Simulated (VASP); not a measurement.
A run of VASP 6.6.1 is set up as follows.

Contents of INCAR:

```
  PREC = Accurate
  ENCUT = 520
  EDIFF = 1E-6
  ISMEAR = -1
  SIGMA = 0.06122561905347299
  LREAL = False
  LASPH = True
  NELM = 100
  ALGO = Normal
  ISIF = 2
  LWAVE = False
  LCHARG = False
  GGA = PE
  NBANDS = 43
```

The input KPOINTS:

```
regular mesh
0
Gamma
  10 10 10
```

The input POSCAR:

```
I2O3
1.0
    5.4403069529      0.0000000000      0.0000000000
    0.0000000000      5.4403069529      0.0000000000
    0.0000000000      0.0000000000      5.4403069529
I O
4 6
Direct
    0.2500000000      0.2500000000      0.2500000000
    0.7500000000      0.7500000000      0.2500000000
    0.7500000000      0.2500000000      0.7500000000
    0.2500000000      0.7500000000      0.7500000000
    0.5000000000      0.0000000000      0.0000000000
    0.0000000000      0.5000000000      0.0000000000
    0.0000000000      0.0000000000      0.5000000000
    0.5000000000      0.5000000000      0.0000000000
    0.5000000000      0.0000000000      0.5000000000
    0.0000000000      0.5000000000      0.5000000000
```

Potentials or basis: VASP PAW PBE potentials, release 64 (I, O).

Launch:

```sh
$ cat potpaw_PBE.64/I/POTCAR potpaw_PBE.64/O/POTCAR > POTCAR
$ mpirun -np 1 vasp_std > vasp.out
```

What does it give for the band gap on the k mesh?

Zero (bands 32 and 33 overlap by 0.82 eV).

What does it give for the pressure?

3.6 GPa.

Caveat: the cell stands under pressure; spin-orbit coupling is left out, which moves the levels of the heavy elements.
